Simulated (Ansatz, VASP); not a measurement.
# Pd in VASP and in Ansatz

```
Pd
1.0
     2.79837    0.00000    0.00000
    -1.39918    2.42346    0.00000
     0.00000    0.00000    4.53336
Pd
2
Direct
  0.27333 0.63667 0.20500
  0.72667 0.36333 0.79500
```

Change from the starting cell: shortest bond scaled by 0.82, LAPW.

Alike in both runs: task single point; functional PBEsol; k mesh 12 × 12 × 7; occupations fermi-dirac, width 0.05 eV; no spin polarisation.

```csv
,VASP,Ansatz
version,VASP 6.6.1,Ansatz 0.2.0
potentials or method,"VASP PAW PBE potentials, release 64 (Pd), cutoff 520 eV","all-electron LAPW, scalar-relativistic"
```

Ansatz gave:

- pressure (GPa): 12.3
- traceless stress, the component that is largest in VASP (GPa): 12.24
- rms of the force components (eV/Å): 2.847

What did VASP give for the same quantities?

Pressure (GPa): 11.6; traceless stress, the component that is largest in VASP (GPa): 11.81; rms of the force components (eV/Å): 2.778.

VASP's potentials were made for PBE, not for PBEsol. Atom by atom the forces differ by 0.070 eV/Å (rms over components). Ansatz ran all-electron here, and VASP with PAW potentials.
